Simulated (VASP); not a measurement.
A run of VASP 6.6.1 is set up as follows.

INCAR

```
SYSTEM = Pd
ALGO = Normal
EDIFF = 1E-7
EDIFFG = -0.002
ENCUT = 600
IBRION = 2
ISIF = 3
ISMEAR = -1
LASPH = .True.
LCHARG = .False.
LREAL = .False.
LWAVE = .False.
NELM = 60
NSW = 100
PREC = Accurate
PSTRESS = 100.0
SIGMA = 0.1
```

Contents of KPOINTS:

```
k-points
0
Gamma
  24 24 24
  0 0 0
```

Contents of POSCAR:

```
Pd
1.0
    0.0000000000      1.9208712848      1.9208712848
    1.9208712848      0.0000000000      1.9208712848
    1.9208712848      1.9208712848      0.0000000000
Pd
1
Direct
    0.0000000000      0.0000000000      0.0000000000
```

Potentials or basis: VASP PAW LDA potentials, release 64 (Pd).

The run is started by

```console
$ cat potpaw_LDA.64/Pd/POTCAR > POTCAR
$ mpirun -np 1 vasp_std > vasp.out
```

(1) What does it give for the space group after relaxing (to 0.1 Å)?

(2) Predict the relaxed volume.

(3) Predict the relaxed cell.

Answers

(1) Fm-3m (No. 225).

(2) 13.63 Å³/atom.

(3) a = 2.681 Å, b = 2.681 Å, c = 2.681 Å, α = 60.00°, β = 60.00°, γ = 60.00°.

Caveat: the cell is relaxed towards a set pressure, so the run minimises the enthalpy, not the energy.
